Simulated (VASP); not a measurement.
Input of a VASP 6.6.1 run:

File POSCAR:

```
Ir
1.0
    2.7279264828      0.0000000000      0.0000000000
   -1.3639632414      2.3624536338      0.0000000000
    0.0000000000      0.0000000000      8.8348723232
Ir
4
Direct
    0.0000000000      0.0000000000      0.0000000000
    0.0000000000      0.0000000000      0.5000000000
    0.3333333333      0.6666666667      0.7500000000
    0.6666666667      0.3333333333      0.2500000000
```

File INCAR.step1:

```
SYSTEM = Ir
PREC = Accurate
ENCUT = 550
ISMEAR = 0
SIGMA = 0.1
LREAL = .False.
LASPH = .True.
NELM = 120
NBANDS = 42
GGA = PE
ALGO = Normal
EDIFF = 1E-5
LWAVE = .True.
LCHARG = .False.
GGA_COMPAT = .False.
```

File INCAR.step2:

```
SYSTEM = Ir
PREC = Accurate
ENCUT = 550
EDIFF = 1E-6
ISMEAR = 0
SIGMA = 0.1
LREAL = .False.
LASPH = .True.
NELM = 120
ALGO = Normal
ISIF = 2
LWAVE = .False.
LCHARG = .False.
METAGGA = R2SCAN
LMIXTAU = .True.
NBANDS = 42
ISTART = 1
GGA_COMPAT = .False.
```

Contents of KPOINTS:

```
regular mesh
0
Gamma
  9 9 2
  0 0 0
```

Potentials or basis: VASP PAW PBE potentials, release 64 (Ir_sv_GW).

The run is started by

```bash
$ cat potpaw_PBE.64/Ir_sv_GW/POTCAR > POTCAR
$ cp INCAR.step1 INCAR
$ mpirun -np 1 vasp_std > vasp.out
$ cp INCAR.step2 INCAR
$ mpirun -np 1 vasp_std > vasp.out
```

Q: What does it give for the band gap on the k mesh?

A: Zero (band 34 reaches 13.49 eV, above the bottom of band 35 at 10.96 eV).

Q: Estimate the pressure.

A: -2.2 GPa.

Caveat: the PAW data sets were made with another functional, which shifts forces and pressure a little; spin-orbit coupling is left out, which moves the levels of the heavy elements.
